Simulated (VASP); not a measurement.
# GaN (sol): single point with PBEsol

The system is GaN (sol).

```
CELL_PARAMETERS angstrom
3.18282 0.00000 0.00000
-1.59141 2.75640 0.00000
0.00000 0.00000 5.18567
ATOMIC_POSITIONS crystal
Ga 0.33333 0.66667 0.99094
Ga 0.66667 0.33333 0.49094
N 0.33333 0.66667 0.38606
N 0.66667 0.33333 0.88606
```

- Program: VASP 6.6.1
- Task: single point
- Functional: PBEsol
- Potentials or basis: VASP PAW PBE potentials, release 64 (Ga_d, N)
- Cutoff: 520 eV
- k mesh: 12 × 12 × 6
- Occupations: gaussian, width 0.01 eV
- Spin: no spin polarisation
- Dipole correction: no
- Further INCAR settings: ALGO = Normal; EDIFF = 1e-06; NBANDS = 26

```
Pressure               : 0.7 GPa
Largest force          : 0.843 eV/Å
Band gap on the k mesh : 1.79 eV, direct
```

Forces in eV/Å, atoms in the order of the input:
```
Ga   0.000  0.000  0.843
Ga   0.000  0.000  0.843
N    0.000  0.000 -0.843
N    0.000  0.000 -0.843
```

Stress tensor (GPa, compression positive):
```
 3.31  0.00  0.00
 0.00  3.31  0.00
 0.00  0.00 -4.58
```

Levels at points of the mesh, in eV from the valence-band top:
```
           k point  band 16  band 17  band 18  band 19  band 20  band 21
(0.00, 0.00, 0.00)    -0.23    -0.23     0.00     1.79     3.92     9.03
(0.50, 0.00, 0.00)    -3.00    -2.09    -1.40     4.74     5.39     5.89
(0.00, 0.00, 0.50)    -0.72    -0.72    -0.72     4.08     4.08     8.11
(0.50, 0.00, 0.50)    -2.26    -1.85    -1.85     4.24     4.24     7.33
```

Run time: 30 s on 1 thread of Intel(R) Xeon(R) 6975P-C (Granite Rapids) (shared host), peak memory 0.2 GiB.

Caveat: the PAW data sets were made with another functional, which shifts forces and pressure a little.
